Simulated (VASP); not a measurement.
C: single point with PBE

The system is C.

```
C
1.0
     1.50134   -2.58189    0.00000
     1.50134    2.58189    0.00000
     0.00000    0.00000    4.22413
C
6
Direct
  0.50000 0.50000 0.25000
  0.50000 0.50000 0.75000
  0.30325 0.09165 0.00000
  0.69675 0.90835 0.00000
  0.09165 0.30325 0.50000
  0.90835 0.69675 0.50000
```

* Program: VASP 6.6.1
* Task: single point
* Functional: PBE
* Potentials or basis: VASP PAW PBE potentials, release 64 (C)
* Cutoff: 520 eV
* k mesh: 6 × 6 × 4
* Occupations: gaussian, width 0.1 eV
* Spin: no spin polarisation
* Dipole correction: no
* Further INCAR settings: ALGO = Normal; EDIFF = 1e-06; NBANDS = 21

```json
{"Pressure": "65.2 GPa", "Largest force": "5.420 eV/Å", "Band gap on the k mesh": "zero (band 12 reaches 10.90 eV, above the bottom of band 13 at 10.39 eV)"}
```

Forces on the atoms (eV/Å):
```
C    0.000  0.000  0.000
C    0.000  0.000  0.000
C    5.350  0.864  0.000
C   -5.350 -0.864  0.000
C    5.350 -0.864  0.000
C   -5.350  0.864  0.000
```

Stress tensor (GPa, compression positive):
```
 17.96   0.00   0.00
  0.00  66.25   0.00
  0.00   0.00 111.49
```

Levels at points of the mesh, in eV from the Fermi level:
```csv
k point,band 9,band 10,band 11,band 12,band 13,band 14,band 15,band 16
"(0.00, 0.00, 0.00)",-4.96,-4.56,-3.46,-1.64,-0.37,2.71,3.11,6.49
"(0.50, 0.00, 0.00)",-4.13,-3.53,-2.08,-0.41,0.94,6.39,7.36,8.55
"(0.50, 0.50, 0.00)",-6.85,-6.34,-1.26,-0.26,3.46,4.42,8.80,9.67
"(0.00, 0.00, 0.50)",-6.16,-6.16,-3.76,-3.76,0.99,0.99,6.59,6.59
"(0.50, 0.00, 0.50)",-5.25,-4.70,-3.07,-1.41,0.94,5.62,6.61,7.60
"(0.50, 0.50, 0.50)",-6.65,-6.65,-1.84,-1.84,6.55,6.55,7.74,7.74
```

It took 19 s on 1 thread of Intel(R) Xeon(R) Platinum 8488C (Sapphire Rapids), on a shared host, peak memory 0.14 GiB.

Caveat: the k points lie up to 0.40 Å⁻¹ apart; forces of over 1 eV/Å act on the atoms, so gaps and moduli don't describe the material at rest.
